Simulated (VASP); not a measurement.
Input of a VASP 6.6.1 run:

Contents of INCAR:

```
PREC     = Accurate       # precision mode
ENCUT    = 520            # plane-wave cutoff, eV
EDIFF    = 1E-8           # SCF threshold, eV
ISMEAR   = -1             # smearing method
SIGMA    = 0.03           # smearing width, eV
LREAL    = False          # projectors in reciprocal space
LASPH    = True           # aspherical terms in the spheres
NELM     = 100            # most SCF steps
ALGO     = Normal         # electronic algorithm
ISIF     = 2              # what is computed and relaxed
LWAVE    = False          # write WAVECAR
LCHARG   = False          # write CHGCAR
GGA      = PS             # functional
LEFG     = True         
NBANDS   = 11             # bands
```

Contents of KPOINTS:

```
regular mesh
0
Gamma
  13 13 13
```

The input POSCAR:

```
BN
1.0
    0.0542250000      1.8346125000      1.8346125000
    1.8346125000      0.0542250000      1.8346125000
    1.8346125000      1.8346125000      0.0542250000
B N
1 1
Direct
    0.0000000000      0.0000000000      0.0000000000
    0.7500000000      0.7500000000      0.7500000000
```

Potentials or basis: VASP PAW PBE potentials, release 64 (B, N).

Run with:

```console
$ cat potpaw_PBE.64/B/POTCAR potpaw_PBE.64/N/POTCAR > POTCAR
$ mpirun -np 1 vasp_std > vasp.out
```

Task: Estimate the band gap on the k mesh.

Result: 4.23 eV, indirect (least direct gap 7.52 eV).

Task: What does it give for the largest force?

Result: 0.022 eV/Å.

Electric field gradients, principal values (V/Å²):
| atom | least | middle | greatest (by size) |
| --- | --- | --- | --- |
| 1 B | -1.825 | -1.825 | 3.650 |
| 2 N | -4.887 | -4.887 | 9.774 |

Caveat: the cell differs from its parent crystal (equal xy, yz and zx shear strains of +3 %); without QUAD_EFG the Cq values of the log hold for a quadrupole moment of 1 mb, not for the nuclei; the PAW data sets were made with another functional, which shifts forces and pressure a little. A k mesh can miss the band edges.
